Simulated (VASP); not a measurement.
Runs of VASP 6.6.1 on C. The structure is that of space group Fd-3m (No. 227), or close to it. The cells are those of the table. 

```tsv
task	level	potentials or basis	cell	k mesh	cutoff (eV)	smearing	grid for exact exchange (PRECFOCK)	share of exact exchange	screening parameter	gap on the mesh (eV)	pressure (GPa)
single point	LDA	VASP PAW LDA potentials, release 64 (C_h)	a = 2.497 Å, angles 60.0°, 2 atoms	12 × 12 × 12	1300	fermi-dirac 0.02 eV	-	-	-	(a)	0.9
dielectric tensor	r2SCAN	VASP PAW PBE potentials, release 64 (C)	a = 2.517 Å, angles 60.0°, 2 atoms	10 × 10 × 10	520	gaussian 0.01 eV	-	-	-	4.38	-
single point	PBE0	VASP PAW PBE potentials, release 64 (C)	a = 2.517 Å, angles 60.0°, 2 atoms	8 × 8 × 8	520	gaussian 0.01 eV	Normal	0.25	-	6.06	(c)
single point	HSE06	VASP PAW PBE potentials, release 64 (C)	a = 2.517 Å, angles 60.0°, 2 atoms	8 × 8 × 8	520	gaussian 0.01 eV	Normal	0.25	0.2079 1/Å	5.29	(b)
dielectric tensor	PBE	VASP PAW PBE potentials, release 64 (C)	a = 2.517 Å, angles 60.0°, 2 atoms	10 × 10 × 10	520	gaussian 0.01 eV	-	-	-	4.18	-
relaxation of cell and atoms	r2SCAN	VASP PAW PBE potentials, release 64 (C)	relaxed from a = 2.525 Å, angles 60.0°, 2 atoms	12 × 12 × 12	600	fermi-dirac 0.02 eV	-	-	-	4.35	0.0
single point	PBEsol	VASP PAW PBE potentials, release 64 (C_h)	a = 2.513 Å, angles 60.0°, 2 atoms	12 × 12 × 12	1300	fermi-dirac 0.02 eV	-	-	-	4.07	0.1
```

Alike in all rows: no spin polarisation.

Task: Fill in the values left out.

Result: (a) 4.20; (b) -4.9; (c) -5.0.

Caveats: the PAW data sets were made with another functional, which shifts forces and pressure a little (at least some runs); the cell stands under tension (at least some runs).

A k mesh can miss the band edges.
